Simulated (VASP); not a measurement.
# SnO2 (Cm) in VASP: further runs

SnO2 is run at these levels: PBE+D3(BJ); tasks: single point.

All numbers are computed with VASP 6.6.1; they aren't measurements. Logs are shortened: lines on timing, memory, paths and dates and some standing lists are left out, and cuts for length are marked.

## Step 1: The cell of the first run

The structure is monoclinic, space group Cm (No. 8). Conventional cell: a = 5.563 Å, b = 3.212 Å, c = 10.343 Å, α = 90.00°, β = 90.00°, γ = 90.00°. Sn (site symmetry m) has 6 O at 1.86 to 2.42 Å within 2.5 Å. Sn (site symmetry m) has 5 O at 1.71 to 2.18 Å within 2.3 Å. Within 2.5 Å of O (site symmetry m) lie 3 Sn at 1.86 to 2.26 Å. O (site symmetry m) has 3 Sn at 2.18 to 2.53 Å and 3 O at 2.75 Å within 2.9 Å. O (site symmetry m) has 3 Sn at 2.05 to 2.42 Å within 2.7 Å. O (site symmetry m) has 3 Sn at 1.71 to 2.13 Å within 2.3 Å.

## Step 2: Single point, PBE+D3(BJ)

Contents of INCAR:

```
SYSTEM = SnO2
  ALGO = Normal
  EDIFF = 1E-6
  ENCUT = 520
  GGA = PE
  ISIF = 2
  ISMEAR = 0
  IVDW = 12
  LASPH = .True.
  LCHARG = .False.
  LREAL = .False.
  LWAVE = .False.
  NBANDS = 35
  NELM = 60
  PREC = Accurate
  SIGMA = 0.05
```

Contents of KPOINTS:

```
k-points
0
Gamma
  12 12 4
  0 0 0
```

Contents of POSCAR:

```
SnO2
1.0
    3.2115702651      0.0000000000      0.0000000000
   -1.6057851326      2.7813014356      0.0000000000
    0.0000000000      0.0000000000     10.3427560363
Sn O
2 4
Direct
    0.0000000000      0.0000000000      0.5000000000
    0.0000000000      0.0000000000      0.0000000000
    0.6136230686      0.2272461371      0.4330987454
    0.6136230686      0.2272461371      0.1293653880
    0.2802897352      0.5605794705      0.6293653880
    0.2802897352      0.5605794705      0.9330987454
```

Potentials or basis: VASP PAW PBE potentials, release 64 (Sn_d, O).

Run with:

```sh
> cat potpaw_PBE.64/Sn_d/POTCAR potpaw_PBE.64/O/POTCAR > POTCAR
> mpirun -np 1 vasp_std > vasp.out
```

OUTCAR:

```text
SYSTEM = SnO2
   EDIFF = 1E-6
   ENCUT = 520
   GGA = PE
   ISIF = 2
   ISMEAR = 0
   IVDW = 12
   LASPH = .True.
   LREAL = .False.
   NELM = 60
   PREC = Accurate
 IVDW          = 12

 ion  position               nearest neighbor table
   1  0.000  0.000  0.500-   3 1.86   3 1.86   5 2.05   3 2.26   5 2.42   5 2.42
   2  0.000  0.000  0.000-   6 1.71   6 2.13   6 2.13   4 2.18   4 2.18   4 2.53
   3  0.614  0.227  0.433-   1 1.86   1 1.86   1 2.26
   4  0.614  0.227  0.129-   2 2.18   2 2.18   2 2.53
   5  0.280  0.561  0.629-   1 2.05   1 2.42   1 2.42
   6  0.280  0.561  0.933-   2 1.71   2 2.13   2 2.13

  LATTYP: Found a hexagonal cell.
 ALAT       =     3.2115702651
 C/A-ratio  =     3.2204669936

  Lattice vectors:

 A1 = (   3.2115702651,   0.0000000000,   0.0000000000)
 A2 = (  -1.6057851326,   2.7813014356,   0.0000000000)
 A3 = (   0.0000000000,   0.0000000000,  10.3427560363)

Analysis of symmetry for initial positions (statically):
=====================================================================
 Subroutine PRICEL returns:
 Original cell was already a primitive cell.

 Routine SETGRP: Setting up the symmetry group for a
 hexagonal supercell.

 Subroutine GETGRP returns: Found  2 space group operations
 (whereof  2 operations were pure point group operations)
 out of a pool of 24 trial point group operations.

The static configuration has the point symmetry C_1h.

Analysis of symmetry for dynamics (positions and initial velocities):
=====================================================================
 Subroutine PRICEL returns:
 Original cell was already a primitive cell.

 Routine SETGRP: Setting up the symmetry group for a
 hexagonal supercell.

 Subroutine GETGRP returns: Found  2 space group operations
 (whereof  2 operations were pure point group operations)
 out of a pool of 24 trial point group operations.

The dynamic configuration has the point symmetry C_1h.

 Subroutine INISYM returns: Found  2 space group operations
 (whereof  2 operations are pure point group operations),
 and found     1 'primitive' translations

----------------------------------------------------------------------------------------

                                     Primitive cell

  volume of cell :      92.3851

  direct lattice vectors                    reciprocal lattice vectors
     3.211570265  0.000000000  0.000000000     0.311374162  0.179771956  0.000000000
    -1.605785133  2.781301436  0.000000000     0.000000000  0.359543913  0.000000000
     0.000000000  0.000000000 10.342756036     0.000000000  0.000000000  0.096686028

  length of vectors
     3.211570265  3.211570265 10.342756036     0.359543913  0.359543913  0.096686028

  position of ions in fractional coordinates (direct lattice)
     0.000000000  0.000000000  0.500000000
     0.000000000  0.000000000  0.000000000
     0.613623069  0.227246137  0.433098745
     0.613623069  0.227246137  0.129365388
     0.280289735  0.560579471  0.629365388
     0.280289735  0.560579471  0.933098745

  ion indices of the primitive-cell ions
   primitive index   ion index
                 1           1
                 2           2
                 3           3
                 4           4
                 5           5
                 6           6

----------------------------------------------------------------------------------------

 KPOINTS: k-points

Automatic generation of k-mesh.
 Grid dimensions read from file:
 generate k-points for:   12   12    4

 Generating k-lattice:

  Cartesian coordinates                     Fractional coordinates (reciprocal lattice)
     0.025947847  0.014980996  0.000000000     0.083333333  0.000000000  0.000000000
     0.000000000  0.029961993  0.000000000     0.000000000  0.083333333  0.000000000
     0.000000000  0.000000000  0.024171507     0.000000000  0.000000000  0.250000000

  Length of vectors
     0.029961993  0.029961993  0.024171507

  Shift w.r.t. Gamma in fractional coordinates (k-lattice)
     0.000000000  0.000000000  0.000000000

 Subroutine IBZKPT returns following result:
 ===========================================

 Found    164 irreducible k-points:

 Following reciprocal coordinates:
            Coordinates               Weight
  0.000000  0.000000  0.000000      1.000000
  0.083333  0.000000  0.000000      4.000000
  0.000000  0.083333  0.000000      2.000000
  0.166667  0.000000  0.000000      4.000000
  0.000000  0.166667  0.000000      2.000000
  0.250000  0.000000  0.000000      4.000000
[... 16 lines left out ...]
 -0.083333  0.416667  0.000000      4.000000
 -0.416667  0.333333  0.000000      4.000000
 [... further k-points ...]
   k-points           NKPTS =    164   k-points in BZ     NKDIM =    164   number of bands    NBANDS=     35
   number of dos      NEDOS =    301   number of ions     NIONS =      6
   total plane-waves  NPLWV =  46080
   dimension x,y,z NGX =    24 NGY =   24 NGZ =   80
[... 50 lines left out ...]
   NGX = 11   NGY = 11   NGZ = 39

 number of electron      51.9999976 magnetization

 Free energy of the ion-electron system (eV)
  ---------------------------------------------------
  ext. energy  EPLUGINS =         0.00000000
  ---------------------------------------------------
  free energy    TOTEN  =       -32.33949932 eV

  energy without entropy =      -32.33949932  energy(sigma->0) =      -32.33949932

 E-fermi :   3.8322     XC(G=0):  -9.5323

 val. band max:        3.5341771720   @ k =   0.0000   0.0000   0.5000
 cond. band min:       4.5395059666   @ k =   0.0000   0.0000   0.0000
 fundamental gap:      1.0053287946
 Fermi energy:         3.8321687689

 k-point     1 :       0.0000    0.0000    0.0000
  band No.  band energies     occupation
      1     -19.0492      2.00000
      2     -18.6085      2.00000
      3     -17.5390      2.00000
      4     -17.3986      2.00000
      5     -17.3866      2.00000
      6     -17.3680      2.00000
[... 27 lines left out ...]
     34      13.9343      0.00000
     35      14.5886      0.00000

 k-point     2 :       0.0833    0.0000    0.0000
  band No.  band energies     occupation
      1     -19.0512      2.00000
      2     -18.6016      2.00000
      3     -17.5321      2.00000
      4     -17.3945      2.00000
      5     -17.3713      2.00000
      6     -17.3576      2.00000
[... 27 lines left out ...]
     34      13.8354      0.00000
     35      14.6551      0.00000

 k-point     3 :       0.0000    0.0833    0.0000
  band No.  band energies     occupation
      1     -19.0521      2.00000
      2     -18.6254      2.00000
      3     -17.5269      2.00000
      4     -17.3917      2.00000
      5     -17.3641      2.00000
      6     -17.3536      2.00000
[... 27 lines left out ...]
     34      13.8752      0.00000
     35      14.4926      0.00000

 k-point     4 :       0.1667    0.0000    0.0000
  band No.  band energies     occupation
      1     -19.0616      2.00000
      2     -18.5975      2.00000
      3     -17.5060      2.00000
      4     -17.3970      2.00000
      5     -17.3235      2.00000
      6     -17.3179      2.00000
[... 27 lines left out ...]
     34      14.0489      0.00000
     35      15.0136      0.00000

 k-point     5 :       0.0000    0.1667    0.0000
  band No.  band energies     occupation
      1     -19.0682      2.00000
      2     -18.6764      2.00000
      3     -17.4958      2.00000
      4     -17.3643      2.00000
      5     -17.3158      2.00000
      6     -17.3029      2.00000
[... 638 lines left out ...]
 k-point    22 :       0.3333    0.0833    0.0000
  band No.  band energies     occupation
      1     -19.1462      2.00000
      2     -18.7033      2.00000
      3     -17.4342      2.00000
      4     -17.3939      2.00000
      5     -17.3005      2.00000
      6     -17.2795      2.00000
[... 27 lines left out ...]
     34      14.7751      0.00000
     35      15.1099      0.00000

 k-point    23 :      -0.0833    0.4167    0.0000
  band No.  band energies     occupation
      1     -19.1801      2.00000
      2     -18.8509      2.00000
      3     -17.4572      2.00000
      4     -17.3524      2.00000
      5     -17.2875      2.00000
      6     -17.2052      2.00000
[... 27 lines left out ...]
     34      14.6837      0.00000
     35      15.1187      0.00000

 k-point    24 :      -0.4167    0.3333    0.0000
  band No.  band energies     occupation
      1     -19.1264      2.00000
      2     -18.6942      2.00000
      3     -17.4480      2.00000
      4     -17.3737      2.00000
      5     -17.3136      2.00000
      6     -17.2778      2.00000
[... 27 lines left out ...]
     34      14.7801      0.00000
     35      15.1524      0.00000

 [... further k-points ...]

------------------------ aborting loop because EDIFF is reached ----------------------------------------

 Edisp (eV)   -0.98849

 E8    (eV) :    -0.3873

  FORCE on cell =-STRESS in cart. coord.  units (eV):
  Direction    XX          YY          ZZ          XY          YZ          ZX
  --------------------------------------------------------------------------------------
  -------------------------------------------------------------------------------------
  Total      10.12659    16.35815    -0.54546    -0.00000    -6.96356     0.00000
  in kB     175.61929   283.68928    -9.45963    -0.00000  -120.76477     0.00000
  external pressure =      149.95 kB  Pullay stress =        0.00 kB

 VOLUME and BASIS-vectors are now :
 -----------------------------------------------------------------------------
  energy-cutoff  :      520.00
  volume of cell :       92.39
      direct lattice vectors                 reciprocal lattice vectors
     3.211570265  0.000000000  0.000000000     0.311374162  0.179771956  0.000000000
    -1.605785133  2.781301436  0.000000000     0.000000000  0.359543913  0.000000000
     0.000000000  0.000000000 10.342756036     0.000000000  0.000000000  0.096686028

 POSITION                                       TOTAL-FORCE (eV/Angst)
 -----------------------------------------------------------------------------------
      0.00000      0.00000      5.17138         0.000000     -4.021778      6.788892
      0.00000      0.00000      0.00000         0.000000     -9.577849      8.411424
      1.60579      0.63204      4.47943        -0.000000      3.043929     -4.532165
      1.60579      0.63204      1.33799        -0.000000      0.215898     -2.560664
     -0.00000      1.55914      6.50937        -0.000000      0.976035     -2.256317
     -0.00000      1.55914      9.65081        -0.000000      9.363764     -5.851170
 -----------------------------------------------------------------------------------
    total drift:                               -0.000000      0.000602     -0.000257

  FREE ENERGIE OF THE ION-ELECTRON SYSTEM (eV)
  ---------------------------------------------------
  free  energy   TOTEN  =       -33.3279856900 eV

  energy  without entropy=      -33.3279856900  energy(sigma->0) =      -33.32798569
```

It took 3.3 min on 1 thread of Intel Xeon 6975P-C (Granite Rapids), shared host; peak memory 0.51 GiB.

Results:

```yaml
Free_energy: -33.3280 eV
Pressure: 15.0 GPa
Largest_force: 12.747 eV/Å
Band_gap_on_the_k_mesh: 1.01 eV, direct
Dispersion_energy_per_atom: -0.165 eV
```

Forces in eV/Å, atoms in the order of the input:
```
Sn   0.000 -4.022  6.789
Sn   0.000 -9.578  8.411
O    0.000  3.044 -4.532
O    0.000  0.216 -2.561
O    0.000  0.976 -2.256
O    0.000  9.364 -5.851
```

Caveat: the cell differs from its parent crystal (all O atoms moved +0.438 Å, as atom 3 towards its neighbour atom 5 (O) at 2.749 Å); spin-orbit coupling is left out, which moves the levels of the heavy elements; forces of over 1 eV/Å act on the atoms, so gaps and moduli don't describe the material at rest. A k mesh can miss the band edges.

## Step 3: Single point, PBE+D3(BJ)

Contents of INCAR:

```
SYSTEM = SnO2
PREC = Accurate
ENCUT = 520
EDIFF = 1E-7
ISMEAR = 0
SIGMA = 0.05
LREAL = .FALSE.
LASPH = .TRUE.
NELM = 100
ALGO = Normal
ISIF = 2
LWAVE = .FALSE.
LCHARG = .FALSE.
GGA = PE
IVDW = 12
NBANDS = 35
```

Contents of KPOINTS:

```
regular mesh
0
G
  12 12 4
  0 0 0
```

Contents of POSCAR:

```
SnO2
1.0
    3.2115702651      0.0000000000      0.0000000000
   -1.6057851326      2.7813014356      0.0000000000
    0.0000000000      0.0000000000     10.3427560363
Sn O
2 4
Direct
    0.0000000000      0.0000000000      0.5000000000
    0.0000000000      0.0000000000      0.0000000000
    0.6439336961      0.2878673921      0.4152518502
    0.6439336961      0.2878673921      0.1115184928
    0.3106003627      0.6212007254      0.6115184928
    0.3106003627      0.6212007254      0.9152518502
```

Potentials or basis: VASP PAW PBE potentials, release 64 (Sn_d, O).

Run with:

```sh
> cat potpaw_PBE.64/Sn_d/POTCAR potpaw_PBE.64/O/POTCAR > POTCAR
> mpirun -np 1 vasp_std > vasp.out
```

It took 7 min on 1 thread of Intel Xeon Platinum 8488C (Sapphire Rapids), shared host; peak memory 0.51 GiB.

The run converged. Its results:

| Quantity | Value |
| --- | --- |
| Free energy | -36.6381 eV |
| Pressure | 3.0 GPa |
| Largest force | 3.783 eV/Å |
| Band gap on the k mesh | 1.93 eV, indirect (least direct gap 2.22 eV) |
| Dispersion energy per atom | -0.164 eV |

Forces in eV/Å, atoms in the order of the input:
```
Sn   0.000 -1.807  2.945
Sn   0.000 -2.215  3.067
O    0.000  1.116 -1.749
O    0.000  0.406 -1.239
O    0.000  0.691 -1.196
O    0.000  1.809 -1.828
```

Stress tensor (GPa, compression positive):
```
 3.70  0.00  0.00
 0.00  5.31 -2.24
 0.00 -2.24  0.00
```

Levels at points of the mesh, in eV from the valence-band top:
```csv
k point,band 22,band 23,band 24,band 25,band 26,band 27,band 28,band 29,band 30,band 31
"(0.00, 0.00, 0.00)",-0.61,-0.61,-0.50,-0.30,-0.29,1.93,2.77,5.45,5.91,10.32
"(0.50, 0.00, 0.00)",-1.35,-0.59,-0.47,-0.37,-0.10,4.95,5.09,6.90,7.58,9.62
"(0.00, 0.50, 0.00)",-1.33,-0.55,-0.50,-0.37,-0.09,4.99,5.14,6.86,7.53,9.61
"(0.00, 0.00, 0.50)",-0.93,-0.61,-0.60,-0.30,-0.30,2.37,2.37,5.69,5.69,10.50
"(0.50, 0.00, 0.50)",-1.52,-0.48,-0.43,-0.30,-0.29,5.01,5.04,7.20,7.23,9.68
"(0.00, 0.50, 0.50)",-1.49,-0.50,-0.37,-0.32,-0.28,5.03,5.09,7.15,7.20,9.64
```

Caveat: the cell differs from its parent crystal (all O atoms moved +0.188 Å, as atom 3 towards its neighbour atom 5 (O) at 2.749 Å); spin-orbit coupling is left out, which moves the levels of the heavy elements; forces of over 1 eV/Å act on the atoms, so gaps and moduli don't describe the material at rest. A k mesh can miss the band edges.

## Step 4: Single point, PBE+D3(BJ)

Contents of INCAR:

```
PREC = Accurate
ENCUT = 520
EDIFF = 1E-6
ISMEAR = 0
SIGMA = 0.05
LREAL = F
LASPH = T
NELM = 80
ALGO = Normal
ISIF = 2
LWAVE = F
LCHARG = F
GGA = PE
IVDW = 12
NBANDS = 35
```

Contents of KPOINTS:

```
Automatic mesh
0
Gamma
  12 12 4
```

Contents of POSCAR:

```
SnO2
1.0
    3.2115702651      0.0000000000      0.0000000000
   -1.6057851326      2.7813014356      0.0000000000
    0.0000000000      0.0000000000     10.3427560363
Sn O
2 4
Direct
    0.0000000000      0.0000000000      0.5000000000
    0.0000000000      0.0000000000      0.0000000000
    0.7272879216      0.4545758433      0.3661728882
    0.7272879216      0.4545758433      0.0624395308
    0.3939545883      0.7879091766      0.5624395308
    0.3939545883      0.7879091766      0.8661728882
```

Run with:

```sh
> cat potpaw_PBE.64/Sn_d/POTCAR potpaw_PBE.64/O/POTCAR > POTCAR
> mpirun -np 1 vasp_std > vasp.out
```

Run time: 6.1 min. Hardware: 1 thread of Intel Xeon Platinum 8488C (Sapphire Rapids), shared host; peak memory 0.51 GiB.

The run converged. Its results:

```
Free energy                : -31.9160 eV
Pressure                   : 19.8 GPa
Largest force              : 16.435 eV/Å
Band gap on the k mesh     : 0.73 eV, direct
Dispersion energy per atom : -0.165 eV
```

Forces in eV/Å, atoms in the order of the input:
```
Sn    0.000   4.477  -7.671
Sn    0.000  12.953 -10.116
O     0.000  -0.948   2.436
O     0.000 -12.815   7.295
O     0.000  -3.526   5.234
O     0.000  -0.141   2.821
```

Stress tensor (GPa, compression positive):
```
 22.85   0.00   0.00
  0.00  37.95 -15.63
  0.00 -15.63  -1.44
```

Levels at points of the mesh, in eV from the valence-band top:
```csv
k point,band 24,band 25,band 26,band 27,band 28,band 29
"(0.00, 0.00, 0.00)",-0.55,-0.01,0.00,0.73,1.45,4.90
"(0.50, 0.00, 0.00)",-0.98,-0.51,-0.37,3.29,3.48,6.08
"(0.00, 0.50, 0.00)",-0.78,-0.73,-0.32,3.47,3.78,5.89
"(0.00, 0.00, 0.50)",-0.55,-0.01,0.00,1.08,1.11,5.22
"(0.50, 0.00, 0.50)",-1.09,-0.51,-0.38,3.30,3.48,6.25
"(0.00, 0.50, 0.50)",-0.88,-0.73,-0.32,3.48,3.79,6.00
```

Caveat: the cell differs from its parent crystal (all O atoms moved -0.500 Å, as atom 3 towards its neighbour atom 5 (O) at 2.749 Å); spin-orbit coupling is left out, which moves the levels of the heavy elements; forces of over 1 eV/Å act on the atoms, so gaps and moduli don't describe the material at rest. A k mesh can miss the band edges.

## Step 5: Single point, PBE+D3(BJ)

Contents of INCAR:

```
ALGO = Normal
EDIFF = 1E-6
ENCUT = 520
GGA = PE
ISIF = 2
ISMEAR = 0
IVDW = 12
LASPH = T
LCHARG = F
LREAL = F
LWAVE = F
NBANDS = 35
NELM = 100
PREC = Accurate
SIGMA = 0.05
```

Contents of KPOINTS:

```
k-points
0
Gamma
  12 12 4
```

Contents of POSCAR:

```
SnO2
1.0
    3.2115702651      0.0000000000      0.0000000000
   -1.6057851326      2.7813014356      0.0000000000
    0.0000000000      0.0000000000     10.3427560363
Sn O
2 4
Direct
    0.0000000000      0.0000000000      0.5000000000
    0.0000000000      0.0000000000      0.0000000000
    0.6969772941      0.3939545883      0.3840197834
    0.6969772941      0.3939545883      0.0802864260
    0.3636439608      0.7272879216      0.5802864260
    0.3636439608      0.7272879216      0.8840197834
```

Run with:

```sh
> cat potpaw_PBE.64/Sn_d/POTCAR potpaw_PBE.64/O/POTCAR > POTCAR
> mpirun -np 1 vasp_std > vasp.out
```

Run time: 8.7 min. Hardware: 1 thread of Intel Xeon Platinum 8259CL at 2.50GHz (Skylake/Cascade Lake), shared host; peak memory 0.5 GiB.

It converged, with:

```yaml
Free_energy: -36.1067 eV
Pressure: 5.0 GPa
Largest_force: 5.402 eV/Å
Band_gap_on_the_k_mesh: 1.84 eV, indirect (least direct gap 1.91 eV)
Dispersion_energy_per_atom: -0.165 eV
```

Forces in eV/Å, atoms in the order of the input:
```
Sn   0.000  2.395 -3.927
Sn   0.000  3.375 -4.218
O    0.000 -0.826  1.519
O    0.000 -2.978  2.610
O    0.000 -1.568  2.407
O    0.000 -0.398  1.608
```

Stress tensor (GPa, compression positive):
```
 6.07  0.00  0.00
 0.00  9.05 -3.98
 0.00 -3.98 -0.14
```

Levels at points of the mesh, in eV from the valence-band top:
| k point | band 23 | band 24 | band 25 | band 26 | band 27 | band 28 | band 29 | band 30 |
| --- | --- | --- | --- | --- | --- | --- | --- | --- |
| (0.00, 0.00, 0.00) | -0.47 | -0.45 | -0.08 | -0.07 | 1.84 | 2.65 | 5.48 | 5.97 |
| (0.50, 0.00, 0.00) | -0.58 | -0.39 | -0.25 | -0.11 | 4.81 | 4.93 | 6.89 | 7.54 |
| (0.00, 0.50, 0.00) | -0.52 | -0.43 | -0.23 | -0.10 | 4.87 | 5.01 | 6.83 | 7.47 |
| (0.00, 0.00, 0.50) | -0.47 | -0.45 | -0.08 | -0.07 | 2.26 | 2.27 | 5.73 | 5.74 |
| (0.50, 0.00, 0.50) | -0.42 | -0.40 | -0.26 | -0.22 | 4.85 | 4.90 | 7.17 | 7.21 |
| (0.00, 0.50, 0.50) | -0.43 | -0.33 | -0.27 | -0.24 | 4.90 | 4.99 | 7.08 | 7.17 |

Caveat: the cell differs from its parent crystal (all O atoms moved -0.250 Å, as atom 3 towards its neighbour atom 5 (O) at 2.749 Å); spin-orbit coupling is left out, which moves the levels of the heavy elements; forces of over 1 eV/Å act on the atoms, so gaps and moduli don't describe the material at rest. A k mesh can miss the band edges.
